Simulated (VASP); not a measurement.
CuO: relaxation of cell and atoms with revpbe exchange, lyp correlation

CuO:

```
CELL_PARAMETERS angstrom
2.34185 -1.71130 0.00000
2.34185 1.71130 0.00000
-0.85003 0.00000 5.05787
ATOMIC_POSITIONS crystal
Cu 0.00000 0.50000 0.00000
Cu 0.50000 0.00000 0.50000
O 0.58160 0.41840 0.25000
O 0.41840 0.58160 0.75000
```

```
Program                : VASP 6.6.1
Task                   : relaxation of cell and atoms
Functional             : revpbe exchange, lyp correlation
Potentials or basis    : VASP PAW PBE potentials, release 64 (Cu, O)
Cutoff                 : 600 eV
k mesh                 : 12 × 12 × 7, shifted
Occupations            : gaussian, width 0.1 eV
Spin                   : no spin polarisation
Target pressure        : -2 GPa
Dipole correction      : no
Further INCAR settings : ALGO = Normal; EDIFF = 1e-07; IBRION = 2; EDIFFG = -0.001; NSW = 80; ISIF = 3
```

```json
{
 "Relaxed volume": "12.15 Å³/atom",
 "Relaxed cell": "a = 3.039 Å, b = 3.039 Å, c = 5.270 Å, α = 90.20°, β = 90.20°, γ = 86.50°",
 "Space group after relaxing (to 0.1 Å)": "Cccm (No. 66)",
 "Energy change on relaxing (the run minimises the enthalpy)": "-118.7 meV/atom",
 "Ionic steps": "30",
 "Pressure after relaxing": "-2.0 GPa",
 "Band gap on the k mesh": "zero (bands 17 and 18 overlap by 1.02 eV)"
}
```

Step by step:
```
step  energy change (eV)  largest force (eV/Å)  pressure (GPa)  volume (Å³)
   1              0.0000                0.1297           17.56        40.54
   2             -0.1380                0.5406           -7.82        48.24
   3             -0.2182                0.4287           -1.93        45.68
   4             -0.2518                0.3903           -1.91        46.04
   5             -0.3171                0.2483           -1.72        47.07
   6             -0.2543                0.0836           -1.07        48.84
   7             -0.3281                0.1128           -1.43        47.73
   8             -0.3563                0.1137           -2.19        48.30
   9             -0.4026                0.0779           -4.67        49.89
  10             -0.4025                0.0534           -5.64        50.42
  11             -0.4587                0.0104           -2.51        48.93
  12             -0.4658                0.0237           -1.63        48.53
  13             -0.4666                0.0254           -1.47        48.47
  14             -0.4691                0.0063           -2.18        48.62
  15             -0.4688                0.0214           -2.47        48.69
  16             -0.4736                0.0341           -1.79        48.43
  17             -0.4750                0.0405           -1.55        48.33
  18             -0.4747                0.0408           -1.81        48.47
  19             -0.4729                0.0417           -2.25        48.68
  20             -0.4753                0.0186           -1.80        48.53
  21             -0.4750                0.0217           -1.88        48.55
  22             -0.4742                0.0033           -2.09        48.63
  23             -0.4743                0.0052           -2.07        48.62
  24             -0.4749                0.0004           -1.93        48.57
  25             -0.4747                0.0012           -1.99        48.59
  26             -0.4747                0.0012           -1.97        48.59
  27             -0.4747                0.0008           -1.98        48.59
  28             -0.4746                0.0015           -2.01        48.60
  29             -0.4747                0.0009           -2.01        48.59
  30             -0.4748                0.0003           -1.99        48.58
```

Final structure:
```
Cu O
1.0
     2.20694   -2.08235    0.17264
     2.20694    2.08235    0.17264
    -0.43601    0.00000    5.25158
Cu O
2 2
Cartesian
  1.1035 1.0412 0.0863
  0.8855 -1.0412 2.7121
  2.0979 -0.0038 1.4855
  1.8799 0.0038 4.1113
```

Levels at points of the mesh, in eV from the Fermi level:
```tsv
k point	band 13	band 14	band 15	band 16	band 17	band 18	band 19	band 20	band 21
(0.04, 0.04, 0.07)	-2.16	-2.07	-2.01	-1.76	0.50	0.59	1.53	6.06	7.26
```

It took 35 min on 1 thread of Intel(R) Xeon(R) Platinum 8488C (Sapphire Rapids) (shared host), peak memory 0.4 GiB.

Caveat: the cell is relaxed towards a set pressure, so the run minimises the enthalpy, not the energy; the volume moved by over 15 % at a fixed basis, so the end points are rough; the PAW data sets were made with another functional, which shifts forces and pressure a little; semilocal functionals often make such compounds metallic where correlation or magnetic order opens a gap, which also shifts bond lengths. Zero-point motion and thermal expansion aren't in these numbers.
